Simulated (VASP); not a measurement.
The system is Co.

```xyz
1
Lattice="0.0000 1.8012 1.8012 1.8012 0.0000 1.8012 1.8012 1.8012 0.0000" Properties=species:S:1:pos:R:3 pbc="T T T"
Co    0.0000    0.0000    0.0000
```

Base run:

| Item | Value |
| --- | --- |
| Program | VASP 6.6.1 |
| Functional | PBE |
| Potentials or basis | VASP PAW PBE potentials, release 64 (Co) |
| Cutoff | 520 eV |
| k mesh | 11 × 11 × 11 |
| Occupations | gaussian, width 0.1 eV |
| Spin | collinear spin, ferromagnetic start |
| Starting moments | [2.91] μB |
| Fixed moment | 2.91 μB |

Its results: pressure 17.6 GPa; site moments Co +2.77 μB.

**Question.** After a change of settings the same cell gave: pressure -23.2 GPa; site moments Co +0.43 μB. Which change was it?
A. fixed moment from 2.91 μB to 1.66 μB; moments at the start from [2.91] to [1.66]
B. fixed moment from 2.91 μB to 2.08 μB; moments at the start from [2.91] to [2.08]
C. fixed moment from 2.91 μB to 3.32 μB; moments at the start from [2.91] to [3.32]
D. fixed moment from 2.91 μB to 0.42 μB; moments at the start from [2.91] to [0.42]

**Answer.** D.

Caveats: the total moment is fixed, so each spin has its own Fermi level.
